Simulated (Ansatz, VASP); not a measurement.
# One calculation of NaH, two programs

```
Na H
1.0
     0.00000    2.39569    2.39569
     2.39569    0.00000    2.39569
     2.39569    2.39569    0.00000
Na H
1 1
Direct
  0.00000 0.00000 0.00000
  0.50000 0.50000 0.50000
```

Alike in both runs: functional PBEsol; k mesh 8 × 8 × 8; no spin polarisation.

Ansatz relaxed the structure, and its values are those at the end. VASP's run is a single point on that final structure, the one shown.

|  | VASP | Ansatz |
| --- | --- | --- |
| version | VASP 6.6.1 | Ansatz 0.2.0 |
| potentials or method | VASP PAW PBE potentials, release 64 (Na_pv, H), cutoff 500 eV | scalar-relativistic, plane waves, PAW |
| occupations | gaussian, width 0.01 eV | fixed |
| valence electrons in the cell | 8 | 10 |

|  | VASP | Ansatz | Ansatz less VASP |
| --- | --- | --- | --- |
| gap on the k mesh at the Fermi level (eV) | 3.60 | 3.61 | +0.003 |
| least direct gap on the mesh (eV) | 4.51 | 4.52 | +0.003 |
| pressure (GPa) | -0.1 | 0.0 | +0.06 |

VASP's potentials were made for PBE, not for PBEsol. VASP's potentials hold 8 valence electrons a cell and Ansatz's 10, so a difference there can come from the potentials and not from the codes.
